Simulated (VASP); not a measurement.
## CoO: single point with revPBE+D3(BJ)+U

Crystal: CoO.

```
Co O
1.0
    -1.51571    1.51591    2.14244
     1.48586   -1.51591    2.12110
     1.51571    1.51591   -2.14244
Co O
1 1
Cartesian
  0.0000 0.0000 0.0000
  -0.0149 0.0000 2.1318
```

```yaml
Program: VASP 6.6.1
Task: single point
Functional: revPBE
Dispersion: D3(BJ)
Potentials_or_basis: VASP PAW PBE potentials, release 64 (Co_sv, O)
Cutoff: 700 eV
k_mesh: 10 × 10 × 10
Occupations: gaussian, width 0.05 eV
Spin: collinear spin, ferromagnetic start
Starting_moments: "[2.87, 0.25] μB"
Hubbard_terms: Co d U = 3.3 eV
```

```json
{
 "Pressure": "-4.0 GPa",
 "Band gap on the k mesh": "zero (filled and empty bands overlap)",
 "Net moment": "3.00 μB per cell",
 "Site moments": "Co +2.69; O +0.25 μB",
 "Valence electrons inside the program's atomic spheres": "Co 14.88; O 5.02",
 "Dispersion energy per atom": "-0.504 eV"
}
```

Stress tensor (GPa, compression positive):
```
-2.14  0.00 -0.64
 0.00 -2.82  0.00
-0.64  0.00 -6.95
```

Levels at points of the mesh, in eV from the Fermi level:
Spin up:
| k point | band 10 | band 11 | band 12 | band 13 | band 14 | band 15 | band 16 | band 17 |
| --- | --- | --- | --- | --- | --- | --- | --- | --- |
| (0.00, 0.00, 0.00) | -3.92 | -3.00 | -2.95 | -2.85 | 1.01 | 16.83 | 17.43 | 17.48 |
| (0.50, 0.00, 0.00) | -3.65 | -2.96 | -0.63 | -0.53 | 5.10 | 9.34 | 13.33 | 13.62 |
| (0.00, 0.50, 0.00) | -4.03 | -2.57 | -0.63 | -0.54 | 5.02 | 9.56 | 13.13 | 13.17 |
| (0.50, 0.50, 0.00) | -4.10 | -3.93 | -3.84 | -3.10 | 5.80 | 9.95 | 11.16 | 15.61 |
| (0.50, 0.00, 0.50) | -3.37 | -3.21 | -0.60 | -0.54 | 5.08 | 9.34 | 13.36 | 13.61 |
| (0.50, 0.50, 0.50) | -4.10 | -4.09 | -3.85 | -3.53 | 5.82 | 9.90 | 11.32 | 15.65 |
Spin down:
```tsv
k point	band 6	band 7	band 8	band 9	band 10	band 11	band 12	band 13	band 14	band 15
(0.00, 0.00, 0.00)	-2.51	-2.49	-2.41	-2.40	-0.94	-0.91	1.30	1.51	1.64	16.60
(0.50, 0.00, 0.00)	-7.55	-4.35	-4.19	-1.34	0.01	0.44	3.71	3.99	5.32	10.13
(0.00, 0.50, 0.00)	-7.63	-4.43	-4.37	-1.07	0.30	0.33	3.68	3.99	5.23	10.31
(0.50, 0.50, 0.00)	-6.32	-3.79	-3.68	-2.52	-0.81	0.29	1.91	2.49	6.75	10.31
(0.50, 0.00, 0.50)	-7.51	-4.34	-4.17	-1.41	-0.01	0.42	3.68	4.05	5.31	10.15
(0.50, 0.50, 0.50)	-6.36	-3.79	-3.67	-3.10	-0.08	0.28	2.21	2.23	6.77	10.31
```

Eigenvalues of the final occupation matrices:
| site | spin | trace | eigenvalues |
| --- | --- | --- | --- |
| site 1 d | 1 | 4.69 | 0.92 0.93 0.93 0.96 0.96 |
| site 1 d | 2 | 2.02 | 0.09 0.10 0.46 0.46 0.90 |

Wall time 20 min on 1 thread of Intel(R) Xeon(R) Platinum 8175M CPU @ 2.50GHz (Skylake/Cascade Lake), with other jobs on the host, peak memory 0.4 GiB.

Caveat: the cell stands under tension; the PAW data sets were made with another functional, which shifts forces and pressure a little; a cell with one magnetic atom can't hold antiferromagnetic order, which such compounds often take. The state reached can hang on the start; a lower one may exist.
